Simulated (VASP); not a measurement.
# Al2Pt in VASP: further runs

The runs below take Al2Pt through single point, with r2SCAN.

All numbers are computed with VASP 6.6.1; they aren't measurements. Logs are shortened: lines on timing, memory, paths and dates and some standing lists are left out, and cuts for length are marked.

## Step 1: The cell of the first run

It takes space group Fm-3m (No. 225, cubic). The conventional cell has a = 5.910 Å, b = 5.910 Å, c = 5.910 Å, α = 90.00°, β = 90.00°, γ = 90.00°. Within 3.4 Å of Al (site symmetry -43m) lie 4 Pt at 2.56 Å and 6 Al at 2.96 Å. Pt (site symmetry m-3m) has 8 Al at 2.56 Å within 3.4 Å.

## Step 2: Single point, r2SCAN

File POSCAR:

```
Al2Pt
1.0
    0.0000000000      2.9550000000      2.9550000000
    2.9550000000      0.0000000000      2.9550000000
    2.9550000000      2.9550000000      0.0000000000
Al Pt
2 1
Direct
    0.2500000000      0.2500000000      0.2500000000
    0.7500000000      0.7500000000      0.7500000000
    0.0000000000      0.0000000000      0.0000000000
```

File INCAR.step1:

```
SYSTEM = Al2Pt
PREC = Accurate ; ENCUT = 520
ISMEAR = -1 ; SIGMA = 0.1
LREAL = .FALSE. ; LASPH = .TRUE.
NELM = 80 ; NBANDS = 15
GGA = PE ; ALGO = Normal
EDIFF = 1E-4 ; LWAVE = .TRUE.
LCHARG = .FALSE.
```

File INCAR.step2:

```
SYSTEM = Al2Pt
PREC = Accurate ; ENCUT = 520
EDIFF = 1E-6 ; ISMEAR = -1
SIGMA = 0.1 ; LREAL = .FALSE.
LASPH = .TRUE. ; NELM = 80
ALGO = Normal ; ISIF = 2
LWAVE = .FALSE. ; LCHARG = .FALSE.
METAGGA = R2SCAN ; LMIXTAU = .TRUE.
NBANDS = 15 ; ISTART = 1
```

File KPOINTS:

```
regular mesh
0
G
  10 10 10
  0 0 0
```

Potentials or basis: VASP PAW PBE potentials, release 64 (Al, Pt).

Command:

```sh
cat potpaw_PBE.64/Al/POTCAR potpaw_PBE.64/Pt/POTCAR > POTCAR
cp INCAR.step1 INCAR
mpirun -np 1 vasp_std > vasp.out
cp INCAR.step2 INCAR
mpirun -np 1 vasp_std > vasp.out
```

OUTCAR:

```text
SYSTEM = Al2Pt
   PREC = Accurate
   ENCUT = 520
   EDIFF = 1E-6
   ISMEAR = -1
   LREAL = .FALSE.
   LASPH = .TRUE.
   NELM = 80
   ISIF = 2
   METAGGA = R2SCAN
   ISTART = 1

 ion  position               nearest neighbor table
   1  0.250  0.250  0.250-   3 2.56   3 2.56   3 2.56   3 2.56   2 2.96   2 2.96   2 2.96   2 2.96
                             2 2.96   2 2.96
   2  0.750  0.750  0.750-   3 2.56   3 2.56   3 2.56   3 2.56   1 2.96   1 2.96   1 2.96   1 2.96
                             1 2.96   1 2.96
   3  0.000  0.000  0.000-   2 2.56   2 2.56   2 2.56   1 2.56   2 2.56   1 2.56   1 2.56   1 2.56

  LATTYP: Found a face centered cubic cell.
 ALAT       =     5.9100000000

  Lattice vectors:

 A1 = (   0.0000000000,   2.9550000000,   2.9550000000)
 A2 = (   2.9550000000,   0.0000000000,   2.9550000000)
 A3 = (   2.9550000000,   2.9550000000,   0.0000000000)

Analysis of symmetry for initial positions (statically):
=====================================================================
 Subroutine PRICEL returns:
 Original cell was already a primitive cell.

 Routine SETGRP: Setting up the symmetry group for a
 face centered cubic supercell.

 Subroutine GETGRP returns: Found 48 space group operations
 (whereof 48 operations were pure point group operations)
 out of a pool of 48 trial point group operations.

The static configuration has the point symmetry O_h .

Analysis of symmetry for dynamics (positions and initial velocities):
=====================================================================
 Subroutine PRICEL returns:
 Original cell was already a primitive cell.

 Routine SETGRP: Setting up the symmetry group for a
 face centered cubic supercell.

 Subroutine GETGRP returns: Found 48 space group operations
 (whereof 48 operations were pure point group operations)
 out of a pool of 48 trial point group operations.

The dynamic configuration has the point symmetry O_h .

 Subroutine INISYM returns: Found 48 space group operations
 (whereof 48 operations are pure point group operations),
 and found     1 'primitive' translations

----------------------------------------------------------------------------------------

                                     Primitive cell

  volume of cell :      51.6063

  direct lattice vectors                    reciprocal lattice vectors
     0.000000000  2.955000000  2.955000000    -0.169204738  0.169204738  0.169204738
     2.955000000  0.000000000  2.955000000     0.169204738 -0.169204738  0.169204738
     2.955000000  2.955000000  0.000000000     0.169204738  0.169204738 -0.169204738
[... 99 lines left out ...]
   EMIN   =  10.00;   EMAX   =-10.00  energy-range for DOS
   EFERMI =   0.00;   METHOD = LEGACY
   ISMEAR =    -1;   SIGMA  =   0.10  broadening in eV -4-tet -1-fermi 0-gaus
   EFERMI_NEDOS =   21; number of points for ismear=-14 and -15
   IALGO  =     38    algorithm
   IMIX   =      4    mixing-type and parameters
     AMIX     =   0.40;   BMIX     =  1.00
     AMIX_MAG =   1.60;   BMIX_MAG =  1.00
  volume/ion in A,a.u.               =      17.20       116.09
  Fermi-wavevector in a.u.,A,eV,Ry     =   1.108019  2.093853 16.703966  1.227707
  Thomas-Fermi vector in A             =   2.244541
   LORBIT       =      0    0 simple, 1 ext, 2 COOP (PROOUT), +10 PAW based schemes
   METAGGA = R2SCAN    functional components
   LHFCALC =     F    Hartree Fock is set to
   AEXX    =    0.0000 exact exchange contribution
   IVDW    =     0    specifies the selected vdW correction
   LEPSILON=     F    determine dielectric tensor
   LRPA    =     F    only Hartree local field effects (RPA)
 non-spin polarized calculation
  energy-cutoff  :      520.00
  volume of cell :       51.61
 maximum number of plane-waves:      1411
   NGX = 15   NGY = 15   NGZ = 15

 number of electron      16.0000000 magnetization

 Free energy of the ion-electron system (eV)
  ---------------------------------------------------
  ext. energy  EPLUGINS =         0.00000000
  ---------------------------------------------------
  free energy    TOTEN  =       -67.93043195 eV

  energy without entropy =      -67.89505603  energy(sigma->0) =      -67.91274399

 E-fermi :   7.7917     XC(G=0): -11.4605

 val. band max:        7.7478285132   @ k =   0.5000   0.3000   0.1000
 cond. band min:       7.8858269626   @ k =   0.5000   0.2000   0.0000
 fundamental gap:      0.1379984494
 Fermi energy:         7.7916559953

 k-point     1 :       0.0000    0.0000    0.0000
  band No.  band energies     occupation
      1      -2.9521      2.00000
      2       2.4698      2.00000
      3       2.4698      2.00000
      4       2.4698      2.00000
      5       3.8856      2.00000
      6       3.8856      2.00000
      7      11.4646      0.00000
      8      11.7651      0.00000
      9      11.7651      0.00000
     10      11.7651      0.00000
     11      13.5740      0.00000
     12      13.5741      0.00000
     13      13.5741      0.00000
     14      14.6975      0.00000
[... 401 lines left out ...]
      2       1.6357      2.00000
      3       2.8275      2.00000
      4       3.3100      2.00000
      5       3.5028      2.00000
      6       4.2877      2.00000
      7       5.3229      2.00000
      8       7.1232      1.99750
      9       7.1607      1.99637
     10      11.4580      0.00000
     11      12.0404      0.00000
     12      15.8057      0.00000
     13      16.7950      0.00000
     14      17.5531      0.00000
     15      18.1145      0.00000

 [... further k-points ...]

------------------------ aborting loop because EDIFF is reached ----------------------------------------

  FORCE on cell =-STRESS in cart. coord.  units (eV):
  Direction    XX          YY          ZZ          XY          YZ          ZX
  --------------------------------------------------------------------------------------
  -------------------------------------------------------------------------------------
  Total       -0.2103737     -0.2103737     -0.2103737      0.0000000      0.0000000     -0.0000000
  in kB       -6.5312988     -6.5312988     -6.5312988      0.0000000      0.0000000     -0.0000000
  external PRESSURE =      -6.5312988 kB  Pullay stress =       0.0000000 kB

 VOLUME and BASIS-vectors are now :
 -----------------------------------------------------------------------------
  energy-cutoff  :      520.00
  volume of cell :       51.61
      direct lattice vectors                 reciprocal lattice vectors
     0.000000000  2.955000000  2.955000000    -0.169204738  0.169204738  0.169204738
     2.955000000  0.000000000  2.955000000     0.169204738 -0.169204738  0.169204738
     2.955000000  2.955000000  0.000000000     0.169204738  0.169204738 -0.169204738

 POSITION                                       TOTAL-FORCE (eV/Angst)
 -----------------------------------------------------------------------------------
      1.47750      1.47750      1.47750         0.000000      0.000000      0.000000
      4.43250      4.43250      4.43250        -0.000000     -0.000000     -0.000000
      0.00000      0.00000      0.00000         0.000000      0.000000     -0.000000
 -----------------------------------------------------------------------------------
    total drift:                                0.000000     -0.000000      0.000000

  FREE ENERGIE OF THE ION-ELECTRON SYSTEM (eV)
  ---------------------------------------------------
  free  energy   TOTEN  =       -67.9304319547 eV

  energy  without entropy=      -67.8950560348  energy(sigma->0) =      -67.91274399
```

OUTCAR.step1:

```text
SYSTEM = Al2Pt
   PREC = Accurate
   ENCUT = 520
   ISMEAR = -1
   LREAL = .FALSE.
   LASPH = .TRUE.
[... 657 lines left out ...]
      1.47750      1.47750      1.47750        -0.000000     -0.000000     -0.000000
      4.43250      4.43250      4.43250         0.000000      0.000000      0.000000
      0.00000      0.00000      0.00000         0.000000     -0.000000      0.000000
 -----------------------------------------------------------------------------------
    total drift:                                0.000000     -0.000000      0.000000

  FREE ENERGIE OF THE ION-ELECTRON SYSTEM (eV)
  ---------------------------------------------------
  free  energy   TOTEN  =       -16.2716645986 eV

  energy  without entropy=      -16.2348987205  energy(sigma->0) =      -16.25328166
```

OSZICAR.step1:

```text
N       E                     dE             d eps       ncg     rms          rms(c)
DAV:   1     0.490403919061E+02    0.49040E+02   -0.66923E+03  1442   0.915E+02
DAV:   2    -0.153122448146E+02   -0.64353E+02   -0.56575E+02  1718   0.165E+02
DAV:   3    -0.168302318711E+02   -0.15180E+01   -0.15085E+01  1767   0.243E+01
DAV:   4    -0.168427798077E+02   -0.12548E-01   -0.12547E-01  1739   0.261E+00
DAV:   5    -0.168430070727E+02   -0.22727E-03   -0.22726E-03  1796   0.362E-01    0.857E+00
DAV:   6    -0.163820031412E+02    0.46100E+00   -0.19140E+00  1669   0.125E+01    0.222E+00
DAV:   7    -0.163014585041E+02    0.80545E-01   -0.14792E-01  1676   0.363E+00    0.167E+00
DAV:   8    -0.162714674694E+02    0.29991E-01   -0.29459E-02  1683   0.144E+00    0.249E-01
DAV:   9    -0.162715145052E+02   -0.47036E-04   -0.13631E-03  1811   0.313E-01    0.160E-01
DAV:  10    -0.162716663209E+02   -0.15182E-03   -0.25616E-04  1571   0.111E-01    0.162E-02
DAV:  11    -0.162716645986E+02    0.17224E-05   -0.11092E-05   866   0.324E-02
   1 F= -.16271665E+02 E0= -.16253282E+02  d E =-.367659E-01
```

Run time: 59 s. Hardware: 1 thread of AMD EPYC 9R45 (Zen 5), shared host; peak memory 0.17 GiB.

Results:

```yaml
Free_energy: -67.9304 eV
Pressure: -0.7 GPa
Band_gap_on_the_k_mesh: zero (bands 8 and 9 overlap by 5.68 eV)
```

Levels at points of the mesh, in eV from the Fermi level:
```tsv
k point	band 5	band 6	band 7	band 8	band 9	band 10	band 11	band 12
(0.00, 0.00, 0.00)	-3.91	-3.91	3.67	3.97	3.97	3.97	5.78	5.78
(0.50, 0.00, 0.00)	-3.90	-3.65	-3.65	1.04	1.04	4.33	5.53	5.53
(0.50, 0.50, 0.00)	-3.96	-3.62	-3.37	-1.71	-1.71	3.55	3.73	8.46
```

Caveat: the PAW data sets were made with another functional, which shifts forces and pressure a little; spin-orbit coupling is left out, which moves the levels of the heavy elements.

## Step 3: Single point, r2SCAN

This run uses another cell than the first one, of 17.03 Å³/atom.

File POSCAR:

```
Al2Pt
1.0
    0.0000000000      2.9550000000      2.9254500000
    2.9550000000      0.0000000000      2.9254500000
    2.9550000000      2.9550000000      0.0000000000
Al Pt
2 1
Direct
    0.2500000000      0.2500000000      0.2500000000
    0.7500000000      0.7500000000      0.7500000000
    0.0000000000      0.0000000000      0.0000000000
```

File INCAR.step1:

```
SYSTEM = Al2Pt
ALGO     = Normal         ! electronic algorithm
EDIFF    = 1E-4           ! SCF threshold, eV
ENCUT    = 520            ! plane-wave cutoff, eV
GGA      = PE             ! functional
ISMEAR   = -1             ! smearing method
LASPH    = .True.         ! aspherical terms in the spheres
LCHARG   = .False.        ! write CHGCAR
LREAL    = .False.        ! projectors in reciprocal space
LWAVE    = .True.         ! write WAVECAR
NBANDS   = 15             ! bands
NELM     = 80             ! most SCF steps
PREC     = Accurate       ! precision mode
SIGMA    = 0.1            ! smearing width, eV
```

File INCAR.step2:

```
SYSTEM = Al2Pt
ALGO     = Normal         ! electronic algorithm
EDIFF    = 1E-6           ! SCF threshold, eV
ENCUT    = 520            ! plane-wave cutoff, eV
ISIF     = 2              ! what is computed and relaxed
ISMEAR   = -1             ! smearing method
ISTART   = 1            
LASPH    = .True.         ! aspherical terms in the spheres
LCHARG   = .True.         ! write CHGCAR
LELF     = .True.         ! ELF
LMIXTAU  = .True.       
LREAL    = .False.        ! projectors in reciprocal space
LVHAR    = .True.       
LWAVE    = .False.        ! write WAVECAR
METAGGA  = R2SCAN         ! meta-GGA
NBANDS   = 15             ! bands
NELM     = 80             ! most SCF steps
PREC     = Accurate       ! precision mode
SIGMA    = 0.1            ! smearing width, eV
```

File KPOINTS:

```
k-points
0
Gamma
  10 10 10
  0 0 0
```

Potentials or basis: VASP PAW PBE potentials, release 64 (Al, Pt).

Command:

```sh
cat potpaw_PBE.64/Al/POTCAR potpaw_PBE.64/Pt/POTCAR > POTCAR
cp INCAR.step1 INCAR
mpirun -np 1 vasp_std > vasp.out
cp INCAR.step2 INCAR
mpirun -np 1 vasp_std > vasp.out
```

OUTCAR:

```text
SYSTEM = Al2Pt
   EDIFF = 1E-6
   ENCUT = 520
   ISIF = 2
   ISMEAR = -1
   ISTART = 1
   LASPH = .True.
   LREAL = .False.
   METAGGA = R2SCAN
   NELM = 80
   PREC = Accurate

 ion  position               nearest neighbor table
   1  0.250  0.250  0.250-   3 2.55   3 2.55   3 2.55   3 2.55   2 2.93   2 2.93   2 2.96   2 2.96
                             2 2.96   2 2.96
   2  0.750  0.750  0.750-   3 2.55   3 2.55   3 2.55   3 2.55   1 2.93   1 2.93   1 2.96   1 2.96
                             1 2.96   1 2.96
   3  0.000  0.000  0.000-   2 2.55   2 2.55   2 2.55   1 2.55   2 2.55   1 2.55   1 2.55   1 2.55

  LATTYP: Found a body centered tetragonal cell.
 ALAT       =     4.1790010768
 C/A-ratio  =     1.4000714267

  Lattice vectors:

 A1 = (   0.0000000000,  -2.9550000000,  -2.9254500000)
 A2 = (   0.0000000000,   2.9550000000,  -2.9254500000)
 A3 = (   2.9550000000,   0.0000000000,   2.9254500000)

Analysis of symmetry for initial positions (statically):
=====================================================================
 Subroutine PRICEL returns:
 Original cell was already a primitive cell.

 Routine SETGRP: Setting up the symmetry group for a
 body centered tetragonal supercell.
[... 186 lines left out ...]
     10      11.9460      0.00000
     11      13.6471      0.00000
     12      13.8074      0.00000
     13      13.8075      0.00000
     14      14.7468      0.00000
[... 401 lines left out ...]
      2       1.6683      2.00000
      3       2.9204      2.00000
      4       3.3844      2.00000
      5       3.5878      2.00000
      6       4.3630      2.00000
      7       5.4693      2.00000
      8       7.2405      1.99757
      9       7.2410      1.99756
     10      11.5710      0.00000
     11      12.1439      0.00000
     12      15.9419      0.00000
     13      16.9116      0.00000
     14      17.8089      0.00000
     15      18.2152      0.00000

 [... further k-points ...]

------------------------ aborting loop because EDIFF is reached ----------------------------------------

  FORCE on cell =-STRESS in cart. coord.  units (eV):
  Direction    XX          YY          ZZ          XY          YZ          ZX
  --------------------------------------------------------------------------------------
  -------------------------------------------------------------------------------------
  Total        0.1676754      0.1676754      0.4163046      0.0000000     -0.0000000      0.0000000
  in kB        5.2582633      5.2582633     13.0552172      0.0000000     -0.0000000      0.0000000
  external PRESSURE =       7.8572479 kB  Pullay stress =       0.0000000 kB

 VOLUME and BASIS-vectors are now :
 -----------------------------------------------------------------------------
  energy-cutoff  :      520.00
  volume of cell :       51.09
      direct lattice vectors                 reciprocal lattice vectors
     0.000000000  2.955000000  2.925450000    -0.169204738  0.169204738  0.170913876
     2.955000000  0.000000000  2.925450000     0.169204738 -0.169204738  0.170913876
     2.955000000  2.955000000  0.000000000     0.169204738  0.169204738 -0.170913876

 POSITION                                       TOTAL-FORCE (eV/Angst)
 -----------------------------------------------------------------------------------
      1.47750      1.47750      1.46273         0.000000      0.000000      0.000000
      4.43250      4.43250      4.38818        -0.000000     -0.000000      0.000000
      0.00000      0.00000      0.00000        -0.000000      0.000000     -0.000000
 -----------------------------------------------------------------------------------
    total drift:                                0.000000     -0.000000      0.000000

  FREE ENERGIE OF THE ION-ELECTRON SYSTEM (eV)
  ---------------------------------------------------
  free  energy   TOTEN  =       -67.9294399634 eV

  energy  without entropy=      -67.8942705864  energy(sigma->0) =      -67.91185527
```

OSZICAR.step1:

```text
N       E                     dE             d eps       ncg     rms          rms(c)
DAV:   1     0.490079933148E+02    0.49008E+02   -0.66721E+03  3108   0.910E+02
DAV:   2    -0.153314040958E+02   -0.64339E+02   -0.56919E+02  3683   0.166E+02
DAV:   3    -0.168262633097E+02   -0.14949E+01   -0.14833E+01  3992   0.243E+01
DAV:   4    -0.168387433358E+02   -0.12480E-01   -0.12479E-01  3648   0.260E+00
DAV:   5    -0.168389653217E+02   -0.22199E-03   -0.22198E-03  4083   0.361E-01    0.873E+00
DAV:   6    -0.163711672120E+02    0.46780E+00   -0.19144E+00  3620   0.125E+01    0.226E+00
DAV:   7    -0.162909677770E+02    0.80199E-01   -0.14487E-01  3578   0.360E+00    0.169E+00
DAV:   8    -0.162608023128E+02    0.30165E-01   -0.28648E-02  3565   0.143E+00    0.249E-01
DAV:   9    -0.162608505784E+02   -0.48266E-04   -0.13358E-03  3880   0.310E-01    0.160E-01
DAV:  10    -0.162609986399E+02   -0.14806E-03   -0.25133E-04  3354   0.110E-01    0.160E-02
DAV:  11    -0.162609969253E+02    0.17146E-05   -0.10654E-05  1768   0.319E-02
   1 F= -.16260997E+02 E0= -.16242715E+02  d E =-.365633E-01
```

Run time: 2.2 min. Hardware: 1 thread of AMD EPYC 9R45 (Zen 5), shared host; peak memory 0.21 GiB.

What came out:

```yaml
Free_energy: -67.9294 eV
Pressure: 0.8 GPa
Band_gap_on_the_k_mesh: zero (bands 8 and 9 overlap by 5.72 eV)
```

Levels at points of the mesh, in eV from the Fermi level:
```csv
k point,band 4,band 5,band 6,band 7,band 8,band 9,band 10,band 11,band 12,band 13
"(0.00, 0.00, 0.00)",-5.37,-3.97,-3.93,3.76,3.95,3.95,4.03,5.74,5.90,5.90
"(0.50, 0.00, 0.00)",-5.03,-3.94,-3.69,-3.69,1.00,1.08,4.35,5.56,5.57,6.07
"(0.50, 0.50, 0.00)",-4.00,-4.00,-3.62,-3.41,-1.77,-1.77,3.54,3.71,8.47,11.77
"(0.50, 0.00, 0.50)",-4.04,-3.99,-3.67,-3.40,-1.75,-1.67,3.67,3.77,8.46,11.63
```

Caveat: the PAW data sets were made with another functional, which shifts forces and pressure a little; spin-orbit coupling is left out, which moves the levels of the heavy elements.

(Part 1 of 2 ends here.)

The gap in the log of VASP goes by the Fermi energy; the results here count the filled bands.